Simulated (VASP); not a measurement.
Input of a VASP 6.6.1 run:

The input INCAR:

```
ALGO = Normal
EDIFF = 1E-7
ENCUT = 520
GGA = PE
ISIF = 2
ISMEAR = 0
LASPH = T
LCHARG = F
LREAL = F
LWAVE = F
NBANDS = 18
NELM = 80
PREC = Accurate
SIGMA = 0.1
```

File KPOINTS:

```
k-points
0
Gamma
  10 10 10
```

Contents of POSCAR:

```
B3As2
1.0
    4.1295046055      0.0000000000      0.0000000000
    0.0000000000      4.1295046055      0.0000000000
    0.0000000000      0.0000000000      4.1295046055
B As
3 2
Direct
    0.5000000000      0.0000000000      0.0000000000
    0.0000000000      0.5000000000      0.0000000000
    0.0000000000      0.0000000000      0.5000000000
    0.5000000000      0.5000000000      0.5000000000
    0.0000000000      0.0000000000      0.0000000000
```

Potentials or basis: VASP PAW PBE potentials, release 64 (B, As).

Launch:

```sh
$ cat potpaw_PBE.64/B/POTCAR potpaw_PBE.64/As/POTCAR > POTCAR
$ mpirun -np 1 vasp_std > vasp.out
```

Task: Estimate the pressure.

Result: 0.5 GPa.
